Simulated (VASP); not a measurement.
Runs of VASP 6.6.1 on Cl. It takes space group Cmce (No. 64, orthorhombic). Conventional cell: a = 6.250 Å, b = 4.014 Å, c = 8.147 Å, α = 90.00°, β = 90.00°, γ = 90.00°. Cl (site symmetry m) has 1 Cl at 2.02 Å within 2.7 Å. 

```tsv
level	potentials or basis	k mesh	gap on the mesh (eV)	pressure (GPa)	largest force (eV/Å)
PBE	VASP PAW PBE potentials, release 64 (Cl)	4 × 4 × 2	2.25	1.8	0.03
PBE	VASP PAW PBE potentials, release 64 (Cl)	6 × 6 × 2	2.25	1.8	0.04
r2SCAN	VASP PAW PBE potentials, release 64 (Cl)	4 × 4 × 2	2.60	(a)	0.24
LDA	VASP PAW LDA potentials, release 64 (Cl)	4 × 4 × 2	2.08	-2.0	0.05
```

Alike in all rows: task single point; no spin polarisation; cell as given; cutoff (eV) 520; smearing gaussian 0.01 eV.

Problem. Estimate the missing entries.

Solution. (a) 0.3.

Caveats: some runs use coarse meshes; this functional lacks dispersion, which holds the molecules together, so the pressure and a relaxed volume are unreliable (at least some runs); the PAW data sets were made with another functional, which shifts forces and pressure a little (at least some runs).

A k mesh can miss the band edges.
